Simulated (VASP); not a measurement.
NaZr3:

```
Na Zr
1.0
    -1.98367    1.98367    4.43105
     1.98367   -1.98367    4.43105
     1.98367    1.98367   -4.43105
Na Zr
1 3
Direct
  0.00000 0.00000 0.00000
  0.50000 0.50000 0.00000
  0.25000 0.75000 0.50000
  0.75000 0.25000 0.50000
```

- Program: VASP 6.6.1
- Task: relaxation of cell and atoms
- Functional: PBE
- Potentials or basis: VASP PAW PBE potentials, release 64 (Na_pv, Zr_sv)
- Cutoff: 600 eV
- k mesh: 6 × 6 × 6
- Occupations: gaussian, width 0.1 eV
- Spin: no spin polarisation

At the start: pressure 32.2 GPa; volume 17.44 Å³/atom.

Problem. Where does the relaxation end?

Solution. Over 7 steps the energy falls by 503.6 meV/atom and the volume is 23.41 Å³/atom (+34.3 %); space group I4/mmm (No. 139, to 0.1 Å) before and after.

Step by step:
| step | energy change (eV) | largest force (eV/Å) | pressure (GPa) | volume (Å³) |
| --- | --- | --- | --- | --- |
| 1 | 0.0000 | 0.0000 | 32.15 | 69.74 |
| 2 | -1.4491 | 0.0000 | -8.39 | 111.30 |
| 3 | -1.9620 | 0.0000 | -0.15 | 93.75 |
| 4 | -1.9616 | 0.0000 | -0.51 | 94.27 |
| 5 | -1.9923 | 0.0000 | -0.41 | 94.09 |
| 6 | -2.0140 | 0.0000 | -0.17 | 93.71 |
| 7 | -2.0145 | 0.0000 | -0.12 | 93.64 |

Final structure:
```cif
data_structure
_symmetry_space_group_name_H-M 'P 1'
_symmetry_Int_Tables_number 1
_cell_length_a 5.5816
_cell_length_b 5.5816
_cell_length_c 5.5816
_cell_angle_alpha 132.175
_cell_angle_beta 132.175
_cell_angle_gamma 69.953
_cell_volume 93.64
loop_
_atom_site_label
_atom_site_type_symbol
_atom_site_fract_x
_atom_site_fract_y
_atom_site_fract_z
_atom_site_occupancy
Na1 Na 0.00000 0.00000 0.00000 1
Zr1 Zr 0.50000 0.50000 0.00000 1
Zr2 Zr 0.25000 0.75000 0.50000 1
Zr3 Zr 0.75000 0.25000 0.50000 1
```

Caveat: the volume moved by over 15 % at a fixed basis, so the end points are rough.
